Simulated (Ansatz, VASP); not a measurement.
**Co: VASP beside Ansatz**

```
Co
1.0
     2.45640    0.00000    0.00000
     0.00000    3.97209    0.00000
     0.00000    0.00000   20.96370
Co
6
Direct
  0.75000 0.75000 0.38570
  0.25000 0.25000 0.41442
  0.25000 0.75000 0.48366
  0.75000 0.25000 0.51634
  0.75000 0.75000 0.58558
  0.25000 0.25000 0.61430
```

Alike in both runs: functional PBEsol; k mesh 15 × 9 × 1; occupations fermi-dirac, width 0.1 eV; collinear spin.

Ansatz relaxed the structure, and its values are those at the end. VASP's run is a single point on that final structure, the one shown.

|  | VASP | Ansatz |
| --- | --- | --- |
| version | VASP 6.6.1 | Ansatz 0.2.0 |
| potentials or method | VASP PAW PBE potentials, release 64 (Co), cutoff 520 eV | all-electron LAPW, scalar-relativistic |

VASP gave:

| Item | Value |
| --- | --- |
| rms of the force components (eV/Å) | 0.013 |
| net moment per atom (μB) | 1.68 |
| size of the moment on the site where the two differ most (μB) | 1.63 |

Q: Which values does Ansatz return?

A: rms of the force components (eV/Å): 0.002; net moment per atom (μB): 1.68; size of the moment on the site where the two differ most (μB): 1.69.

VASP's potentials were made for PBE, not for PBEsol. Site moments also hang on the region over which each program counts them. Ansatz ran all-electron here, and VASP with PAW potentials.
